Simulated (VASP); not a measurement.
The system is ScAl3.

```
Sc Al
1.0
     4.10533    0.00000    0.00000
     0.00000    4.10533    0.00000
     0.00000    0.00000    4.10533
Sc Al
1 3
Direct
  0.00000 0.00000 0.00000
  0.50000 0.00000 0.50000
  0.00000 0.50000 0.50000
  0.50000 0.50000 0.00000
```

```yaml
Program: VASP 6.6.1
Task: relaxation of cell and atoms
Functional: PBE
Dispersion: D3(BJ)
Potentials_or_basis: VASP PAW PBE potentials, release 64 (Sc_sv, Al)
Cutoff: 600 eV
k_mesh: 10 × 10 × 10
Occupations: gaussian, width 0.1 eV
Spin: no spin polarisation
```

At the start: pressure -3.6 GPa; volume 17.30 Å³/atom.

Where does the relaxation end?

Over 3 steps the energy falls by 8.0 meV/atom and the volume is 16.60 Å³/atom (-4.0 %); space group Pm-3m (No. 221, to 0.05 Å).

Step by step:
```csv
step,energy change (eV),largest force (eV/Å),pressure (GPa),volume (Å³)
1,0.0000,0.0000,-3.57,69.19
2,-0.0276,0.0000,1.49,65.40
3,-0.0322,0.0000,-0.01,66.40
```

Final structure:
```yaml
crystal:
  lattice:
    - [4.04942, 0.00000, 0.00000]
    - [0.00000, 4.04942, 0.00000]
    - [0.00000, 0.00000, 4.04942]
  atoms:
    - { symbol: Sc, position: [0.00000, 0.00000, 0.00000] }
    - { symbol: Al, position: [0.50000, 0.00000, 0.50000] }
    - { symbol: Al, position: [0.00000, 0.50000, 0.50000] }
    - { symbol: Al, position: [0.50000, 0.50000, 0.00000] }
```

Caveat: pairwise dispersion overbinds metals, which lowers pressure and volume.
